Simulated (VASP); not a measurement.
Input of a VASP 6.6.1 run:

File INCAR:

```
SYSTEM = MgI2
  PREC = Accurate
  ENCUT = 600
  EDIFF = 1E-7
  ISMEAR = -1
  SIGMA = 0.02
  LREAL = .FALSE.
  LASPH = .TRUE.
  NELM = 80
  ALGO = Normal
  ISIF = 3
  LWAVE = .FALSE.
  LCHARG = .FALSE.
  GGA = PE
  IBRION = 2
  NSW = 80
  EDIFFG = -0.005
```

KPOINTS

```
Automatic mesh
0
G
  6 6 6
  0 0 0
```

Contents of POSCAR:

```
MgI2
1.0
    0.0000000000      3.4250391352      3.4250391352
    3.4250391352      0.0000000000      3.4250391352
    3.4250391352      3.4250391352      0.0000000000
Mg I
1 2
Direct
    0.0000000000      0.0000000000      0.0000000000
    0.2500000000      0.2500000000      0.2500000000
    0.7500000000      0.7500000000      0.7500000000
```

Potentials or basis: VASP PAW PBE potentials, release 64 (Mg, I).

The run is started by

```bash
$ cat potpaw_PBE.64/Mg/POTCAR potpaw_PBE.64/I/POTCAR > POTCAR
$ mpirun -np 1 vasp_std > vasp.out
```

Problem. Predict the relaxed cell.

Solution. a = 5.322 Å, b = 5.322 Å, c = 5.322 Å, α = 60.00°, β = 60.00°, γ = 60.00°.

Problem. Predict the space group after relaxing (to 0.1 Å).

Solution. Fm-3m (No. 225).

The path:
```csv
step,energy change (eV),largest force (eV/Å),pressure (GPa),volume (Å³)
1,0.0000,0.0000,15.29,80.36
2,-0.9329,0.0000,-1.64,113.91
3,-0.9729,0.0000,0.15,105.99
4,-0.9732,0.0000,-0.02,106.61
```

Caveat: the volume moved by over 15 % at a fixed basis, so the end points are rough.
